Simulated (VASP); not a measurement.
Zr:

```
Zr
1.0
     3.23200    0.00000    0.00000
    -1.61600    2.79899    0.00000
     0.00000    0.00000    5.14700
Zr
2
Direct
  0.33333 0.66667 0.25000
  0.66667 0.33333 0.75000
```

```yaml
Program: VASP 6.6.1
Task: relaxation of volume and atoms at fixed shape
Functional: PBEsol
Potentials_or_basis: VASP PAW PBE potentials, release 64 (Zr_sv)
Cutoff: 600 eV
k_mesh: 6 × 6 × 4
Occupations: gaussian, width 0.05 eV
Spin: no spin polarisation
```

At the start: pressure -3.4 GPa; volume 23.28 Å³/atom.

Q: Where does the relaxation end?

A: Over 3 steps the energy falls by 9.1 meV/atom and the volume is 22.46 Å³/atom (-3.5 %); space group P6_3/mmc (No. 194, to 0.05 Å).

The path:
```tsv
step	energy change (eV)	largest force (eV/Å)	pressure (GPa)	volume (Å³)
1	0.0000	0.0000	-3.45	46.56
2	0.0014	0.0000	3.92	43.27
3	-0.0183	0.0000	-0.02	44.92
```

Final structure:
```
Zr
1.0
     3.19352    0.00000    0.00000
    -1.59676    2.76567    0.00000
     0.00000    0.00000    5.08572
Zr
2
Direct
  0.33333 0.66667 0.25000
  0.66667 0.33333 0.75000
```

Caveat: the k points lie up to 0.38 Å⁻¹ apart in the final cell; the PAW data sets were made with another functional, which shifts forces and pressure a little.
